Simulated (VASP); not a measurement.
# Rh (Fm-3m) in VASP: a series of runs, part 2 of 2

VASP 6.6.1. The steps go on from the part before.

### 4 Relaxation of cell and atoms, PBEsol, target pressure 4 GPa, at which the enthalpy is minimised

Contents of INCAR:

```
ALGO = Normal
EDIFF = 1E-7
EDIFFG = -0.002
ENCUT = 600
GGA = PS
IBRION = 2
ISIF = 3
ISMEAR = -1
LASPH = T
LCHARG = F
LREAL = F
LWAVE = F
NELM = 100
NSW = 100
PREC = Accurate
PSTRESS = 40.0
SIGMA = 0.1
```

Contents of KPOINTS:

```
k-points
0
Gamma
  24 24 24
```

Contents of POSCAR:

```
Rh
1.0
    0.0000000000      1.8907743586      1.8907743586
    1.8907743586      0.0000000000      1.8907743586
    1.8907743586      1.8907743586      0.0000000000
Rh
1
Direct
    0.0000000000      0.0000000000      0.0000000000
```

Potentials or basis: VASP PAW PBE potentials, release 64 (Rh_pv).

Run with:

```bash
$ cat potpaw_PBE.64/Rh_pv/POTCAR > POTCAR
$ mpirun -np 1 vasp_std > vasp.out
```

OUTCAR:

```text
EDIFF = 1E-7
   EDIFFG = -0.002
   ENCUT = 600
   GGA = PS
   IBRION = 2
   ISIF = 3
   ISMEAR = -1
   LASPH = T
   LREAL = F
   NELM = 100
   NSW = 100
   PREC = Accurate
   PSTRESS = 40.0

 ion  position               nearest neighbor table
   1  0.000  0.000  0.000-

  LATTYP: Found a face centered cubic cell.
 ALAT       =     3.7815487172

  Lattice vectors:

 A1 = (   0.0000000000,   1.8907743586,   1.8907743586)
 A2 = (   1.8907743586,   0.0000000000,   1.8907743586)
 A3 = (   1.8907743586,   1.8907743586,   0.0000000000)

Analysis of symmetry for initial positions (statically):
=====================================================================
 Subroutine PRICEL returns:
 Original cell was already a primitive cell.

 Routine SETGRP: Setting up the symmetry group for a
 face centered cubic supercell.

 Subroutine GETGRP returns: Found 48 space group operations
 (whereof 48 operations were pure point group operations)
 out of a pool of 48 trial point group operations.

The static configuration has the point symmetry O_h .

Analysis of symmetry for dynamics (positions and initial velocities):
=====================================================================
 Subroutine PRICEL returns:
 Original cell was already a primitive cell.

 Routine SETGRP: Setting up the symmetry group for a
 face centered cubic supercell.

 Subroutine GETGRP returns: Found 48 space group operations
 (whereof 48 operations were pure point group operations)
 out of a pool of 48 trial point group operations.

The dynamic configuration has the point symmetry O_h .

 Subroutine INISYM returns: Found 48 space group operations
 (whereof 48 operations are pure point group operations),
 and found     1 'primitive' translations

[... 124 lines left out ...]
 non-spin polarized calculation
  energy-cutoff  :      600.00
  volume of cell :       13.52
 maximum number of plane-waves:       464
 NGX is ok and might be reduce to    24
   NGX = 11   NGY = 11   NGZ = 11

--------------------------------------- Ionic step        1  -------------------------------------------

 number of electron      15.0000002 magnetization

 Free energy of the ion-electron system (eV)
  ---------------------------------------------------
  ext. energy  EPLUGINS =         0.00000000
  ---------------------------------------------------
  free energy    TOTEN  =        -8.15931496 eV

  energy without entropy =       -8.11684241  energy(sigma->0) =       -8.13807869

------------------------ aborting loop because EDIFF is reached ----------------------------------------

  FORCE on cell =-STRESS in cart. coord.  units (eV):
  Direction    XX          YY          ZZ          XY          YZ          ZX
  --------------------------------------------------------------------------------------
  -------------------------------------------------------------------------------------
  Total       -0.0167642     -0.0167642     -0.0167642      0.0000000     -0.0000000     -0.0000000
  in kB       -1.9867555     -1.9867555     -1.9867555      0.0000000     -0.0000000     -0.0000000
  external PRESSURE =     -41.9867555 kB  Pullay stress =      40.0000000 kB
[... 172 lines left out ...]
--------------------------------------- Ionic step        6  -------------------------------------------

 number of electron      15.0000001 magnetization

 Free energy of the ion-electron system (eV)
  ---------------------------------------------------
  ext. energy  EPLUGINS =         0.00000000
  ---------------------------------------------------
  free energy    TOTEN  =        -8.15716899 eV

  energy without entropy =       -8.11580075  energy(sigma->0) =       -8.13648487

 E-fermi :  12.3165     XC(G=0): -14.4158

 val. band max:       12.3139236953   @ k =  -0.4167   0.4583   0.0833
 cond. band min:      12.3222119940   @ k =   0.4167   0.3750   0.0000
 fundamental gap:      0.0082882986
 Fermi energy:        12.3164946042

 k-point     1 :       0.0000    0.0000    0.0000
  band No.  band energies     occupation
      1     -34.0620      2.00000
      2     -34.0620      2.00000
      3     -34.0620      2.00000
      4       4.0430      2.00000
      5       9.0797      2.00000
      6       9.0797      2.00000
      7       9.0797      2.00000
      8      11.2957      1.99993
      9      11.2957      1.99993
     10      28.2321      0.00000
     11      32.6058      0.00000
[... 309 lines left out ...]
 k-point    24 :       0.4583    0.0417    0.0000
  band No.  band energies     occupation
      1     -34.8523      2.00000
      2     -34.1775      2.00000
      3     -34.1771      2.00000
      4       5.9832      2.00000
      5       8.9778      2.00000
      6       9.0926      2.00000
      7      11.8230      1.98572
      8      12.8990      0.00589
      9      13.4385      0.00003
     10      21.8134      0.00000
     11      27.9958      0.00000

 [... further k-points ...]

------------------------ aborting loop because EDIFF is reached ----------------------------------------

  FORCE on cell =-STRESS in cart. coord.  units (eV):
  Direction    XX          YY          ZZ          XY          YZ          ZX
  --------------------------------------------------------------------------------------
  -------------------------------------------------------------------------------------
  Total        0.3319264      0.3319264      0.3319264      0.0000000      0.0000000      0.0000000
  in kB       39.8807172     39.8807172     39.8807172      0.0000000      0.0000000      0.0000000
  external PRESSURE =      -0.1192828 kB  Pullay stress =      40.0000000 kB
[... 20 lines left out ...]
  energy  without entropy=       -8.1158007515  energy(sigma->0) =       -8.13648487

  enthalpy is  TOTEN    =        -7.8242498302 eV   P V=        0.3329191550

 reached required accuracy - stopping structural energy minimisation
```

CONTCAR:

```text
Rh
   1.00000000000000
     0.0000000000000000    1.8821452081682026    1.8821452081682026
     1.8821452081682026   -0.0000000000000000    1.8821452081682026
     1.8821452081682026    1.8821452081682026   -0.0000000000000000
  Rh
     1
Direct
     0.0000000000000000    0.0000000000000000    0.0000000000000000

  0.00000000E+00  0.00000000E+00  0.00000000E+00
```

It took 2.4 min on 1 thread of Intel Xeon Platinum 8259CL at 2.50GHz (Skylake/Cascade Lake), shared host; peak memory 0.21 GiB.

What came out:

```
Free energy                                                : -8.1572 eV
Relaxed volume                                             : 13.33 Å³/atom
Relaxed cell                                               : a = 2.662 Å, b = 2.662 Å, c = 2.662 Å, α = 60.00°, β = 60.00°, γ = 60.00°
Space group after relaxing (to 0.1 Å)                      : Fm-3m (No. 225)
Energy change on relaxing (the run minimises the enthalpy) : +2.1 meV/atom
Ionic steps                                                : 6
Pressure after relaxing                                    : 4.0 GPa
Band gap on the k mesh                                     : zero (an odd number of electrons rules out a gap without spin polarisation)
```

The path:
| step | energy change (eV) | largest force (eV/Å) | pressure (GPa) | volume (Å³) |
| --- | --- | --- | --- | --- |
| 1 | 0.0000 | 0.0000 | -0.20 | 13.52 |
| 2 | 0.0342 | 0.0000 | 17.16 | 12.84 |
| 3 | 0.0021 | 0.0000 | 3.94 | 13.34 |
| 4 | 0.0022 | 0.0000 | 4.04 | 13.33 |
| 5 | 0.0020 | 0.0000 | 3.89 | 13.34 |
| 6 | 0.0021 | 0.0000 | 3.99 | 13.33 |

Final structure:
```yaml
crystal:
  lattice:
    - [0.00000, 1.88215, 1.88215]
    - [1.88215, 0.00000, 1.88215]
    - [1.88215, 1.88215, 0.00000]
  atoms:
    - { symbol: Rh, position: [0.00000, 0.00000, 0.00000] }
```

Caveat: the cell is relaxed towards a set pressure, so the run minimises the enthalpy, not the energy; the PAW data sets were made with another functional, which shifts forces and pressure a little.

### 5 Overview

```tsv
cell	gap on the mesh (eV)	pressure (GPa)
relaxed to 1 GPa	none	1.0
relaxed to 2 GPa	none	2.0
relaxed to 4 GPa	none	4.0
```

Alike in all rows: task relaxation of cell and atoms; level PBEsol; potentials or basis VASP PAW PBE potentials, release 64 (Rh_pv); no spin polarisation; k mesh 24 × 24 × 24; cutoff (eV) 600; smearing fermi-dirac 0.1 eV.

Caveats: the cell is relaxed towards a set pressure, so the run minimises the enthalpy, not the energy; the PAW data sets were made with another functional, which shifts forces and pressure a little.

Total energies depend on the potentials used, so only differences within one code and one set of settings carry meaning.
